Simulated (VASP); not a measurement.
**Ca: single point with PBEsol**

Ca:

```
Ca
1.0
     3.62416    0.20932   -0.20932
     0.20932    3.62416    0.20932
    -0.20932    0.20932    3.62416
Ca
1
Direct
  0.00000 0.00000 0.00000
```

This cell differs from its parent crystal: strained.

```json
{"Program": "VASP 6.6.1", "Task": "single point", "Functional": "PBEsol", "Potentials or basis": "VASP PAW PBE potentials, release 64 (Ca_sv)", "Cutoff": "520 eV", "k mesh": "12 × 12 × 12", "Occupations": "gaussian, width 0.1 eV", "Spin": "no spin polarisation"}
```

| Item | Value |
| --- | --- |
| Pressure | -1.3 GPa |
| Band gap on the k mesh | zero (bands 5 and 6 overlap by 1.15 eV) |

Stress tensor (GPa, compression positive):
```
-1.33  0.87 -0.87
 0.87 -1.33  0.87
-0.87  0.87 -1.33
```

Levels at points of the mesh, in eV from the Fermi level:
| k point | band 2 | band 3 | band 4 | band 5 | band 6 | band 7 | band 8 | band 9 |
| --- | --- | --- | --- | --- | --- | --- | --- | --- |
| (0.00, 0.00, 0.00) | -23.17 | -23.17 | -23.17 | -3.74 | 0.94 | 0.94 | 3.62 | 3.74 |
| (0.50, 0.00, 0.00) | -23.32 | -23.16 | -23.16 | -1.23 | -0.50 | 1.25 | 2.76 | 2.91 |
| (0.50, 0.50, 0.00) | -23.32 | -23.28 | -23.15 | -0.25 | 0.78 | 1.42 | 2.91 | 2.93 |
| (0.50, 0.50, 0.50) | -23.30 | -23.30 | -23.25 | 0.47 | 0.47 | 1.41 | 4.26 | 4.26 |

Run time: 74 s on 1 thread of Intel Xeon 8259CL, on a shared host, peak memory 0.23 GiB.

Caveat: the cell differs from its parent crystal (strained); the PAW data sets were made with another functional, which shifts forces and pressure a little.
